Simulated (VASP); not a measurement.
# Nb (Im-3m) in VASP: single point with PBEsol

Aim: the single point of Nb with PBEsol.

Everything below comes from runs of VASP 6.6.1. Logs are shortened: lines on timing, memory, paths and dates and some standing lists are left out, and cuts for length are marked.

**1. The cell of the first run**

Symmetry: Im-3m, No. 229, cubic system. The conventional cell has a = 3.270 Å, b = 3.270 Å, c = 3.270 Å, α = 90.00°, β = 90.00°, γ = 90.00°. Within 3.7 Å of Nb (site symmetry m-3m) lie 14 Nb at 2.83 to 3.27 Å.

**2. Single point, PBEsol**

Contents of INCAR:

```
  PREC = Accurate
  ENCUT = 500
  EDIFF = 1E-6
  ISMEAR = 0
  SIGMA = 0.1
  LREAL = False
  LASPH = True
  NELM = 120
  ALGO = Normal
  ISIF = 2
  LWAVE = False
  LCHARG = False
  GGA = PS
  NBANDS = 12
  GGA_COMPAT = False
```

Contents of KPOINTS:

```
regular mesh
0
Gamma
  8 8 8
```

Contents of POSCAR:

```
Nb
1.0
   -1.6350000000      1.6350000000      1.6350000000
    1.6350000000     -1.6350000000      1.6350000000
    1.6350000000      1.6350000000     -1.6350000000
Nb
1
Direct
    0.0000000000      0.0000000000      0.0000000000
```

Potentials or basis: VASP PAW PBE potentials, release 64 (Nb_sv).

Started as:

```sh
$ cat potpaw_PBE.64/Nb_sv/POTCAR > POTCAR
$ mpirun -np 1 vasp_std > vasp.out
```

OUTCAR:

```text
PREC = Accurate
   ENCUT = 500
   EDIFF = 1E-6
   ISMEAR = 0
   LREAL = False
   LASPH = True
   NELM = 120
   ISIF = 2
   GGA = PS

 ion  position               nearest neighbor table
   1  0.000  0.000  0.000-

  LATTYP: Found a body centered cubic cell.
 ALAT       =     3.2700000000

  Lattice vectors:

 A1 = (  -1.6350000000,   1.6350000000,   1.6350000000)
 A2 = (   1.6350000000,  -1.6350000000,   1.6350000000)
 A3 = (   1.6350000000,   1.6350000000,  -1.6350000000)

Analysis of symmetry for initial positions (statically):
=====================================================================
 Subroutine PRICEL returns:
 Original cell was already a primitive cell.

 Routine SETGRP: Setting up the symmetry group for a
 body centered cubic supercell.

 Subroutine GETGRP returns: Found 48 space group operations
 (whereof 48 operations were pure point group operations)
 out of a pool of 48 trial point group operations.

The static configuration has the point symmetry O_h .

Analysis of symmetry for dynamics (positions and initial velocities):
=====================================================================
 Subroutine PRICEL returns:
 Original cell was already a primitive cell.

 Routine SETGRP: Setting up the symmetry group for a
 body centered cubic supercell.

 Subroutine GETGRP returns: Found 48 space group operations
 (whereof 48 operations were pure point group operations)
 out of a pool of 48 trial point group operations.

The dynamic configuration has the point symmetry O_h .

 Subroutine INISYM returns: Found 48 space group operations
 (whereof 48 operations are pure point group operations),
 and found     1 'primitive' translations

----------------------------------------------------------------------------------------

                                     Primitive cell

  volume of cell :      17.4829

  direct lattice vectors                    reciprocal lattice vectors
    -1.635000000  1.635000000  1.635000000     0.000000000  0.305810398  0.305810398
     1.635000000 -1.635000000  1.635000000     0.305810398  0.000000000  0.305810398
     1.635000000  1.635000000 -1.635000000     0.305810398  0.305810398  0.000000000

  length of vectors
     2.831903070  2.831903070  2.831903070     0.432481212  0.432481212  0.432481212

  position of ions in fractional coordinates (direct lattice)
     0.000000000  0.000000000  0.000000000

  ion indices of the primitive-cell ions
   primitive index   ion index
[... 75 lines left out ...]
   EDIFFG = 0.1E-04   stopping-criterion for IOM
   NSW    =      0    number of steps for IOM
   IBRION =     -1    ionic relax: 0-MD 1-quasi-New 2-CG
   NFREE  =      0    steps in history (QN), initial steepest desc. (CG)
   ISIF   =      2    stress and relaxation
   ISYM   =      2    0-nonsym 1-usesym 2-fastsym
   POTIM  = 0.5000    time-step for ionic-motion
   TEBEG  =    0.0;   TEEND  =   0.0 temperature during run
   PSTRESS=    0.0 pullay stress
   NELECT =      13.0000    total number of electrons
   NUPDOWN=      -1.0000    fix difference up-down
   EMIN   =  10.00;   EMAX   =-10.00  energy-range for DOS
   EFERMI =   0.00;   METHOD = LEGACY
   ISMEAR =     0;   SIGMA  =   0.10  broadening in eV -4-tet -1-fermi 0-gaus
   EFERMI_NEDOS =   21; number of points for ismear=-14 and -15
   IALGO  =     38    algorithm
   IMIX   =      4    mixing-type and parameters
     AMIX     =   0.40;   BMIX     =  1.00
     AMIX_MAG =   1.60;   BMIX_MAG =  1.00
  volume/ion in A,a.u.               =      17.48       117.98
  Fermi-wavevector in a.u.,A,eV,Ry     =   1.483149  2.802746 29.929167  2.199732
  Thomas-Fermi vector in A             =   2.596847
   LORBIT       =      0    0 simple, 1 ext, 2 COOP (PROOUT), +10 PAW based schemes
   GGA     = PS    functional components
   LHFCALC =     F    Hartree Fock is set to
   AEXX    =    0.0000 exact exchange contribution
   IVDW    =     0    specifies the selected vdW correction
   LEPSILON=     F    determine dielectric tensor
   LRPA    =     F    only Hartree local field effects (RPA)
 non-spin polarized calculation
 Gauss-broadening in eV      SIGMA  =   0.10
  energy-cutoff  :      500.00
  volume of cell :       17.48
 maximum number of plane-waves:       466
 NGX is ok and might be reduce to    24
   NGX = 11   NGY = 11   NGZ = 11

 number of electron      13.0000001 magnetization

 Free energy of the ion-electron system (eV)
  ---------------------------------------------------
  ext. energy  EPLUGINS =         0.00000000
  ---------------------------------------------------
  free energy    TOTEN  =       -10.97966143 eV

  energy without entropy =      -10.97304959  energy(sigma->0) =      -10.97635551

 E-fermi :  11.3160     XC(G=0): -12.7886

 val. band max:       11.2852724052   @ k =   0.3750   0.2500   0.0000
 cond. band min:      11.3387648710   @ k =   0.2500   0.0000   0.0000
 fundamental gap:      0.0534924658
 Fermi energy:        11.3160309580

 k-point     1 :       0.0000    0.0000    0.0000
  band No.  band energies     occupation
      1     -42.8012      2.00000
      2     -18.0470      2.00000
      3     -18.0470      2.00000
      4     -18.0470      2.00000
      5       5.4367      2.00000
      6      11.8017      0.00000
      7      11.8017      0.00000
      8      11.8017      0.00000
      9      14.8153      0.00000
     10      14.8153      0.00000
     11      25.7578      0.00000
     12      25.7578      0.00000
[... 331 lines left out ...]
 k-point    24 :      -0.3750    0.3750    0.2500
  band No.  band energies     occupation
      1     -42.4618      2.00000
      2     -19.1591      2.00000
      3     -18.7274      2.00000
      4     -18.5962      2.00000
      5       8.9737      2.00000
      6       9.5096      2.00000
      7      12.4277      0.00000
      8      13.2101      0.00000
      9      16.0887      0.00000
     10      17.4975      0.00000
     11      25.6280      0.00000
     12      27.5364      0.00000

 [... further k-points ...]
[... 5 lines left out ...]
  --------------------------------------------------------------------------------------
  -------------------------------------------------------------------------------------
  Total        0.0723627      0.0723627      0.0723627      0.0000000     -0.0000000      0.0000000
  in kB        6.6315001      6.6315001      6.6315001      0.0000000     -0.0000000      0.0000000
  external PRESSURE =       6.6315001 kB  Pullay stress =       0.0000000 kB

 VOLUME and BASIS-vectors are now :
 -----------------------------------------------------------------------------
  energy-cutoff  :      500.00
  volume of cell :       17.48
      direct lattice vectors                 reciprocal lattice vectors
    -1.635000000  1.635000000  1.635000000     0.000000000  0.305810398  0.305810398
     1.635000000 -1.635000000  1.635000000     0.305810398  0.000000000  0.305810398
     1.635000000  1.635000000 -1.635000000     0.305810398  0.305810398  0.000000000

 POSITION                                       TOTAL-FORCE (eV/Angst)
 -----------------------------------------------------------------------------------
      0.00000      0.00000      0.00000         0.000000     -0.000000      0.000000
 -----------------------------------------------------------------------------------
    total drift:                                0.000000      0.000000      0.000000

  FREE ENERGIE OF THE ION-ELECTRON SYSTEM (eV)
  ---------------------------------------------------
  free  energy   TOTEN  =       -10.9796614331 eV

  energy  without entropy=      -10.9730495937  energy(sigma->0) =      -10.97635551
```

OSZICAR:

```text
N       E                     dE             d eps       ncg     rms          rms(c)
DAV:   1     0.109652632634E+03    0.10965E+03   -0.71328E+03   712   0.106E+03
DAV:   2    -0.675799285733E+01   -0.11641E+03   -0.11121E+03   748   0.376E+02
DAV:   3    -0.112579400949E+02   -0.44999E+01   -0.43112E+01  1048   0.640E+01
DAV:   4    -0.114514077112E+02   -0.19347E+00   -0.19233E+00   920   0.120E+01
DAV:   5    -0.114617260389E+02   -0.10318E-01   -0.10315E-01  1020   0.222E+00    0.772E+00
DAV:   6    -0.110316612662E+02    0.43006E+00   -0.62734E-01  1104   0.996E+00    0.272E+00
DAV:   7    -0.109752321022E+02    0.56429E-01   -0.19932E-01  1148   0.553E+00    0.990E-01
DAV:   8    -0.109795869866E+02   -0.43549E-02   -0.12935E-02   828   0.148E+00    0.606E-02
DAV:   9    -0.109796486783E+02   -0.61692E-04   -0.10046E-03  1156   0.327E-01    0.387E-02
DAV:  10    -0.109796651283E+02   -0.16450E-04   -0.24648E-05   852   0.601E-02    0.131E-02
DAV:  11    -0.109796615781E+02    0.35502E-05   -0.52283E-06   908   0.373E-02    0.227E-03
DAV:  12    -0.109796614331E+02    0.14497E-06   -0.25360E-07   456   0.643E-03
   1 F= -.10979661E+02 E0= -.10976356E+02  d E =-.661184E-02
```

It took 14 s on 1 thread of Intel Xeon 8259CL, shared host; peak memory 0.13 GiB.

Results:

```
Free energy : -10.9797 eV
Pressure    : 0.7 GPa
```

Levels at points of the mesh, in eV from the Fermi level:
```csv
k point,band 4,band 5,band 6,band 7,band 8,band 9
"(0.00, 0.00, 0.00)",-29.36,-5.88,0.49,0.49,0.49,3.50
"(0.50, 0.00, 0.00)",-29.38,-3.73,-1.62,2.58,3.55,4.26
"(0.50, 0.50, 0.50)",-30.38,-3.77,-3.77,5.97,5.97,5.97
```

Caveat: the PAW data sets were made with another functional, which shifts forces and pressure a little.
